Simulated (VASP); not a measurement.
# Ni: single point with PBE

Ni:

```
Ni
1.0
     0.00000    1.76194    1.76194
     1.76194    0.00000    1.76194
     1.76194    1.76194    0.00000
Ni
1
Direct
  0.00000 0.00000 0.00000
```

```yaml
Program: VASP 6.6.1
Task: single point
Functional: PBE
Potentials_or_basis: VASP PAW PBE potentials, release 64 (Ni)
Cutoff: 520 eV
k_mesh: 10 × 10 × 10
Occupations: gaussian, width 0.05 eV
Spin: collinear spin, ferromagnetic start
Starting_moments: "[0.8] μB"
Dipole_correction: no
Further_INCAR_settings: ALGO = Fast; EDIFF = 1e-07; NBANDS = 15
```

```
Pressure                                              : -0.5 GPa
Net moment                                            : 0.73 μB per cell
Site moments                                          : Ni +0.74 μB
Valence electrons inside the program's atomic spheres : Ni 9.30
```

Levels at points of the mesh, in eV from the Fermi level:
Spin up:
| k point | band 2 | band 3 | band 4 | band 5 | band 6 | band 7 | band 8 | band 9 |
| --- | --- | --- | --- | --- | --- | --- | --- | --- |
| (0.00, 0.00, 0.00) | -2.51 | -2.51 | -2.51 | -1.33 | -1.33 | 23.66 | 27.47 | 27.47 |
| (0.50, 0.00, 0.00) | -2.48 | -2.48 | -0.69 | -0.69 | -0.30 | 5.56 | 22.16 | 24.55 |
| (0.50, 0.50, 0.00) | -4.24 | -0.63 | -0.57 | -0.57 | 2.42 | 9.13 | 14.75 | 14.75 |
Spin down:
| k point | band 1 | band 2 | band 3 | band 4 | band 5 | band 6 | band 7 | band 8 | band 9 |
| --- | --- | --- | --- | --- | --- | --- | --- | --- | --- |
| (0.00, 0.00, 0.00) | -9.01 | -1.65 | -1.65 | -1.65 | -0.66 | -0.66 | 23.51 | 27.48 | 27.48 |
| (0.50, 0.00, 0.00) | -4.36 | -1.77 | -1.77 | -0.35 | 0.17 | 0.17 | 6.06 | 22.02 | 24.67 |
| (0.50, 0.50, 0.00) | -4.27 | -3.53 | 0.07 | 0.41 | 0.41 | 2.40 | 9.42 | 14.78 | 14.78 |

Wall time 33 s on 1 thread of Intel(R) Xeon(R) Platinum 8259CL CPU @ 2.50GHz (Skylake/Cascade Lake), on a shared host, peak memory 0.13 GiB.
